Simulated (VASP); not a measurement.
# RbGe2 (R-3m) in VASP: a series of runs

The runs below take RbGe2 through single point, relaxation of cell and atoms, with PBE.

Program: VASP 6.6.1. These are calculated values, not measurements. Logs are shortened: lines on timing, memory, paths and dates and some standing lists are left out, and cuts for length are marked.

## 1. The cell of the first run

Symmetry: R-3m, No. 166, trigonal system. Conventional cell: a = 5.743 Å, b = 5.743 Å, c = 9.593 Å, α = 90.00°, β = 90.00°, γ = 120.00°. Rb (site symmetry -3m) has 14 Ge at 3.33 to 4.39 Å within 4.4 Å. Within 3.4 Å of Ge (site symmetry 3m) lie 4 Ge at 2.55 to 3.38 Å and 3 Rb at 3.33 Å.

## 2. Single point, PBE

INCAR reads:

```
PREC     = Accurate       # precision mode
ENCUT    = 520            # plane-wave cutoff, eV
EDIFF    = 1E-6           # SCF threshold, eV
ISMEAR   = 0              # smearing method
SIGMA    = 0.1            # smearing width, eV
LREAL    = F              # projectors in reciprocal space
LASPH    = T              # aspherical terms in the spheres
NELM     = 60             # most SCF steps
ALGO     = Normal         # electronic algorithm
ISIF     = 2              # what is computed and relaxed
LWAVE    = F              # write WAVECAR
LCHARG   = T              # write CHGCAR
GGA      = PE             # functional
LELF     = T              # ELF
LVHAR    = T            
NBANDS   = 26             # bands
```

KPOINTS reads:

```
regular mesh
0
Gamma
  3 3 3
```

POSCAR reads:

```
RbGe2
1.0
    2.8715464234      1.6578881005      3.1975837265
   -2.8715464234      1.6578881005      3.1975837265
    0.0000000000     -3.3157762011      3.1975837265
Rb Ge
1 2
Direct
    0.5000000000      0.5000000000      0.5000000000
    0.8669452479      0.8669452479      0.8669452479
    0.1330547521      0.1330547521      0.1330547521
```

Potentials or basis: VASP PAW PBE potentials, release 64 (Rb_sv, Ge_d).

Launch:

```console
> cat potpaw_PBE.64/Rb_sv/POTCAR potpaw_PBE.64/Ge_d/POTCAR > POTCAR
> mpirun -np 1 vasp_std > vasp.out
```

OUTCAR:

```text
PREC = Accurate
   ENCUT = 520
   EDIFF = 1E-6
   ISMEAR = 0
   LREAL = F
   LASPH = T
   NELM = 60
   ISIF = 2
   GGA = PE

 ion  position               nearest neighbor table
   1  0.500  0.500  0.500-   3 3.33   2 3.33   3 3.33   3 3.33   2 3.33   2 3.33   3 3.52   2 3.52

   2  0.867  0.867  0.867-   3 2.55   1 3.33   1 3.33   1 3.33   1 3.52
   3  0.133  0.133  0.133-   2 2.55   1 3.33   1 3.33   1 3.33   1 3.52

  LATTYP: Found a trigonal (rhomboedric) cell.
 ALAT       =     4.6063991906
 COS(alpha) =     0.2227897191

  Lattice vectors:

 A1 = (   2.8715464234,   1.6578881005,   3.1975837265)
 A2 = (  -2.8715464234,   1.6578881005,   3.1975837265)
 A3 = (   0.0000000000,  -3.3157762011,   3.1975837265)

Analysis of symmetry for initial positions (statically):
=====================================================================
 Subroutine PRICEL returns:
 Original cell was already a primitive cell.

 Routine SETGRP: Setting up the symmetry group for a
 trigonal (rhombohedral) supercell.

 Subroutine GETGRP returns: Found 12 space group operations
 (whereof 12 operations were pure point group operations)
 out of a pool of 12 trial point group operations.

The static configuration has the point symmetry D_3d.

Analysis of symmetry for dynamics (positions and initial velocities):
=====================================================================
 Subroutine PRICEL returns:
 Original cell was already a primitive cell.

 Routine SETGRP: Setting up the symmetry group for a
 trigonal (rhombohedral) supercell.

 Subroutine GETGRP returns: Found 12 space group operations
 (whereof 12 operations were pure point group operations)
 out of a pool of 12 trial point group operations.

The dynamic configuration has the point symmetry D_3d.

 Subroutine INISYM returns: Found 12 space group operations
 (whereof 12 operations are pure point group operations),
 and found     1 'primitive' translations

----------------------------------------------------------------------------------------

                                     Primitive cell

  volume of cell :      91.3365

  direct lattice vectors                    reciprocal lattice vectors
[... 64 lines left out ...]
   ISPIN  =      1    spin polarized calculation?
   LNONCOLLINEAR =      F non collinear calculations
   LSORBIT =      F    spin-orbit coupling
   LASPH  =      T    aspherical Exc in radial PAW
   ENCUT  =  520.0 eV  38.22 Ry    6.18 a.u.   8.56  8.56  8.56*2*pi/ulx,y,z
   NELM   =     60;   NELMIN=  2; NELMDL= -5     # of ELM steps
   EDIFF  = 0.1E-05   stopping-criterion for ELM
   LREAL  =      F    real-space projection
   EDIFFG = 0.1E-04   stopping-criterion for IOM
   NSW    =      0    number of steps for IOM
   IBRION =     -1    ionic relax: 0-MD 1-quasi-New 2-CG
   NFREE  =      0    steps in history (QN), initial steepest desc. (CG)
   ISIF   =      2    stress and relaxation
   ISYM   =      2    0-nonsym 1-usesym 2-fastsym
   POTIM  = 0.5000    time-step for ionic-motion
   TEBEG  =    0.0;   TEEND  =   0.0 temperature during run
   PSTRESS=    0.0 pullay stress
   NELECT =      37.0000    total number of electrons
   NUPDOWN=      -1.0000    fix difference up-down
   EMIN   =  10.00;   EMAX   =-10.00  energy-range for DOS
   EFERMI =   0.00;   METHOD = LEGACY
   ISMEAR =     0;   SIGMA  =   0.10  broadening in eV -4-tet -1-fermi 0-gaus
   EFERMI_NEDOS =   21; number of points for ismear=-14 and -15
   IALGO  =     38    algorithm
   IMIX   =      4    mixing-type and parameters
     AMIX     =   0.40;   BMIX     =  1.00
     AMIX_MAG =   1.60;   BMIX_MAG =  1.00
  volume/ion in A,a.u.               =      30.45       205.46
  Fermi-wavevector in a.u.,A,eV,Ry     =   1.211325  2.289072 19.963939  1.467308
  Thomas-Fermi vector in A             =   2.346844
   LORBIT       =      0    0 simple, 1 ext, 2 COOP (PROOUT), +10 PAW based schemes
   GGA     = PE    functional components
   LHFCALC =     F    Hartree Fock is set to
   AEXX    =    0.0000 exact exchange contribution
   IVDW    =     0    specifies the selected vdW correction
   LEPSILON=     F    determine dielectric tensor
   LRPA    =     F    only Hartree local field effects (RPA)
 non-spin polarized calculation
 Gauss-broadening in eV      SIGMA  =   0.10
  energy-cutoff  :      520.00
  volume of cell :       91.34
 maximum number of plane-waves:      2489
 NGX is ok and might be reduce to    36
   NGX = 17   NGY = 17   NGZ = 17

 number of electron      36.9999966 magnetization

 Free energy of the ion-electron system (eV)
  ---------------------------------------------------
  ext. energy  EPLUGINS =         0.00000000
  ---------------------------------------------------
  free energy    TOTEN  =        -8.96330123 eV

  energy without entropy =       -8.95331377  energy(sigma->0) =       -8.95830750

 E-fermi :   2.3877     XC(G=0):  -8.8380

 val. band max:        2.3399761832   @ k =   0.3333   0.0000   0.0000
 cond. band min:       2.8294859690   @ k =   0.3333   0.3333   0.0000
 fundamental gap:      0.4895097858
 Fermi energy:         2.3876710942

 k-point     1 :       0.0000    0.0000    0.0000
  band No.  band energies     occupation
      1     -24.5301      2.00000
      2     -21.8820      2.00000
      3     -21.8820      2.00000
      4     -21.8670      2.00000
      5     -21.8670      2.00000
      6     -21.8401      2.00000
[... 163 lines left out ...]
     25       9.6771      0.00000
     26      10.9718      0.00000

------------------------ aborting loop because EDIFF is reached ----------------------------------------

  FORCE on cell =-STRESS in cart. coord.  units (eV):
  Direction    XX          YY          ZZ          XY          YZ          ZX
  --------------------------------------------------------------------------------------
  -------------------------------------------------------------------------------------
  Total        0.0253423      0.0253423      0.0472417      0.0000000     -0.0000000     -0.0000000
  in kB        0.4445412      0.4445412      0.8286902      0.0000000     -0.0000000     -0.0000000
  external PRESSURE =       0.5725909 kB  Pullay stress =       0.0000000 kB

 VOLUME and BASIS-vectors are now :
 -----------------------------------------------------------------------------
  energy-cutoff  :      520.00
  volume of cell :       91.34
      direct lattice vectors                 reciprocal lattice vectors
     2.871546423  1.657888100  3.197583727     0.174122207  0.100529503  0.104245381
    -2.871546423  1.657888100  3.197583727    -0.174122207  0.100529503  0.104245381
     0.000000000 -3.315776201  3.197583727     0.000000000 -0.201059006  0.104245381

 POSITION                                       TOTAL-FORCE (eV/Angst)
 -----------------------------------------------------------------------------------
      0.00000     -0.00000      4.79638        -0.000000      0.000000      0.000000
      0.00000     -0.00000      8.31639         0.000000      0.000000     -0.007882
      0.00000     -0.00000      1.27636         0.000000     -0.000000      0.007882
 -----------------------------------------------------------------------------------
    total drift:                               -0.000000      0.000000     -0.000000

  FREE ENERGIE OF THE ION-ELECTRON SYSTEM (eV)
  ---------------------------------------------------
  free  energy   TOTEN  =        -8.9633012325 eV

  energy  without entropy=       -8.9533137669  energy(sigma->0) =       -8.95830750
```

OSZICAR:

```text
N       E                     dE             d eps       ncg     rms          rms(c)
DAV:   1     0.313158340632E+03    0.31316E+03   -0.18314E+04   362   0.286E+03
DAV:   2     0.397307838606E+02   -0.27343E+03   -0.26521E+03   336   0.634E+02
DAV:   3    -0.588916154713E+01   -0.45620E+02   -0.45228E+02   352   0.166E+02
DAV:   4    -0.900486348867E+01   -0.31157E+01   -0.31101E+01   464   0.400E+01
DAV:   5    -0.907918817369E+01   -0.74325E-01   -0.74276E-01   440   0.652E+00    0.469E+00
DAV:   6    -0.899736964850E+01    0.81819E-01   -0.75096E-02   446   0.211E+00    0.294E+00
DAV:   7    -0.896144185956E+01    0.35928E-01   -0.15006E-01   400   0.288E+00    0.359E-01
DAV:   8    -0.896313456902E+01   -0.16927E-02   -0.21515E-02   366   0.889E-01    0.705E-02
DAV:   9    -0.896329411942E+01   -0.15955E-03   -0.11888E-03   432   0.185E-01    0.409E-02
DAV:  10    -0.896329276718E+01    0.13522E-05   -0.68597E-05   382   0.545E-02    0.202E-02
DAV:  11    -0.896330138464E+01   -0.86175E-05   -0.25558E-05   416   0.257E-02    0.292E-03
DAV:  12    -0.896330123247E+01    0.15217E-06   -0.10136E-06   310   0.636E-03
   1 F= -.89633012E+01 E0= -.89583075E+01  d E =-.998747E-02
```

stdout:

```text
POSCAR found type information on POSCAR RbGe
 POSCAR found :  2 types and       3 ions
 scaLAPACK will be used
 LDA part: xc-table for (Slater+PW92), standard interpolation
 POSCAR, INCAR and KPOINTS ok, starting setup
 FFT: planning ... GRIDC
 FFT: planning ... GRID_SOFT
 FFT: planning ... GRID
 WAVECAR not read
 entering main loop
```

Run time: 8.4 s. Hardware: 1 thread of Intel Xeon 6975P-C (Granite Rapids), shared host; peak memory 0.2 GiB.

Results:

- Free energy: -8.9633 eV
- Pressure: 0.1 GPa
- Largest force: 0.008 eV/Å

Forces in eV/Å, atoms in the order of the input:
```
Rb   0.000  0.000  0.000
Ge   0.000  0.000 -0.008
Ge   0.000  0.000  0.008
```

Caveat: the k points lie up to 0.47 Å⁻¹ apart.

## 3. Single point, PBE

This run uses another cell than the first one, of 60.95 Å³/atom, 2.002 times its volume.

INCAR reads:

```
PREC = Accurate
ENCUT = 520
EDIFF = 1E-6
ISMEAR = 0
SIGMA = 0.1
LREAL = False
LASPH = True
NELM = 80
ALGO = Normal
ISIF = 2
LWAVE = False
LCHARG = False
GGA = PE
NBANDS = 26
```

KPOINTS reads:

```
Automatic mesh
0
Gamma
  3 3 3
```

POSCAR reads:

```
RbGe2
1.0
    3.0749784900      1.7753396600      5.5825752300
   -3.0749784900      1.7753396600      5.5825752300
    0.0000000000     -3.5506793200      5.5825752300
Rb Ge
1 2
Direct
    0.5000000000      0.5000000000      0.5000000000
    0.7995351600      0.7995351600      0.7995351600
    0.2004648400      0.2004648400      0.2004648400
```

Potentials or basis: VASP PAW PBE potentials, release 64 (Rb_sv, Ge_d).

Launch:

```console
> cat potpaw_PBE.64/Rb_sv/POTCAR potpaw_PBE.64/Ge_d/POTCAR > POTCAR
> mpirun -np 1 vasp_std > vasp.out
```

Run time: 25 s. Hardware: 1 thread of Intel Xeon 6975P-C (Granite Rapids), shared host; peak memory 0.33 GiB.

The run converged. Its results:

- Free energy: -6.6310 eV
- Pressure: -2.5 GPa
- Largest force: 0.570 eV/Å

Forces in eV/Å, atoms in the order of the input:
```
Rb   0.000  0.000  0.000
Ge   0.000  0.000  0.570
Ge   0.000  0.000 -0.570
```

Stress tensor (GPa, compression positive):
```
-3.16  0.00  0.00
 0.00 -3.16  0.00
 0.00  0.00 -1.23
```

Levels at points of the mesh, in eV from the Fermi level:
```
           k point  band 16  band 17  band 18  band 19  band 20  band 21
(0.00, 0.00, 0.00)    -6.63    -0.70    -0.70     0.34     0.50     1.61
```

Caveat: the k points lie up to 0.41 Å⁻¹ apart.

## 4. Relaxation of cell and atoms, PBE

This run uses another cell than the first one, of 60.95 Å³/atom, 2.002 times its volume.

INCAR reads:

```
SYSTEM = RbGe2
  ALGO = Normal
  EDIFF = 1E-6
  EDIFFG = -0.04
  ENCUT = 600
  GGA = PE
  IBRION = 2
  ISIF = 3
  ISMEAR = 0
  LASPH = .True.
  LCHARG = .False.
  LREAL = .False.
  LWAVE = .False.
  NELM = 80
  NSW = 90
  PREC = Accurate
  SIGMA = 0.1
```

KPOINTS reads:

```
k-points
0
Gamma
  3 3 3
  0 0 0
```

POSCAR is that of step 3.

Launch:

```console
> cat potpaw_PBE.64/Rb_sv/POTCAR potpaw_PBE.64/Ge_d/POTCAR > POTCAR
> mpirun -np 1 vasp_std > vasp.out
```

It took 11 min on 1 thread of Intel Xeon 6975P-C (Granite Rapids), shared host; peak memory 0.43 GiB.

Results (log left out):

```
Free energy                            : -8.9670 eV
Relaxed volume                         : 30.40 Å³/atom
Relaxed cell                           : a = 4.602 Å, b = 4.602 Å, c = 4.602 Å, α = 77.25°, β = 77.25°, γ = 77.25°
Space group after relaxing (to 0.05 Å) : R-3m (No. 166)
Energy gained by relaxing              : 778.6 meV/atom
Ionic steps                            : 33
Pressure after relaxing                : 0.1 GPa
Largest force after relaxing           : 0.005 eV/Å
```

Forces on the atoms (eV/Å):
```
Rb   0.000  0.000  0.000
Ge   0.000  0.000  0.005
Ge   0.000  0.000 -0.005
```

Stress tensor (GPa, compression positive):
```
0.02 0.00 0.00
0.00 0.02 0.00
0.00 0.00 0.19
```

The path:
```tsv
step	energy change (eV)	largest force (eV/Å)	pressure (GPa)	volume (Å³)
1	0.0000	0.5706	-2.52	182.86
2	-0.4185	0.5289	-1.98	158.60
3	-0.6255	0.4130	-0.64	137.90
4	-0.6330	0.3706	0.01	131.71
5	-0.6342	0.3798	-0.09	132.97
6	-0.6793	0.3261	-0.10	130.36
7	-0.7874	0.0930	-0.09	122.41
8	-1.1205	0.3641	0.04	105.78
9	-0.2154	1.2283	17.98	69.63
10	-1.0705	0.5319	-0.03	101.93
11	-1.3951	1.5806	1.74	86.17
12	-1.2639	2.2624	5.56	78.00
13	-1.3762	1.9307	3.49	81.39
14	-1.3521	2.0364	3.93	80.26
15	-1.3628	2.0500	4.15	80.02
16	-1.3895	2.0891	4.45	79.29
17	-1.4108	2.1319	5.51	77.81
18	-1.4624	2.0693	5.57	77.94
19	-1.6061	1.8313	5.25	78.35
20	-1.8151	1.0588	5.28	79.17
21	-1.6799	1.8265	8.82	80.80
22	-1.8815	0.3768	5.76	79.71
23	-2.0179	0.4556	4.46	81.36
24	-2.2400	0.6460	1.26	86.36
25	-2.2748	0.7089	0.27	88.82
26	-2.2791	0.7319	-0.22	90.13
27	-2.2945	0.6482	-0.21	90.23
28	-2.3268	0.2937	0.02	90.53
29	-2.3089	0.6637	0.78	91.14
30	-2.3342	0.0156	0.21	90.73
31	-2.3343	0.0186	0.16	90.75
32	-2.3355	0.0044	0.15	91.01
33	-2.3359	0.0052	0.08	91.19
```

Final structure:
```yaml
crystal:
  lattice:
    - [2.87264, 1.65852, 3.18994]
    - [-2.87264, 1.65852, 3.18994]
    - [0.00000, -3.31704, 3.18994]
  atoms:
    - { symbol: Rb, position: [0.50000, 0.50000, 0.50000] }
    - { symbol: Ge, position: [0.86667, 0.86667, 0.86667] }
    - { symbol: Ge, position: [0.13333, 0.13333, 0.13333] }
```

Levels at points of the mesh, in eV from the Fermi level:
| k point | band 17 | band 18 | band 19 | band 20 | band 21 | band 22 |
| --- | --- | --- | --- | --- | --- | --- |
| (0.00, 0.00, 0.00) | -0.59 | -0.48 | -0.48 | 1.22 | 1.22 | 4.19 |

Caveat: the k points lie up to 0.47 Å⁻¹ apart in the final cell; the volume moved by over 15 % at a fixed basis, so the end points are rough.

[end of part 1 of 3]
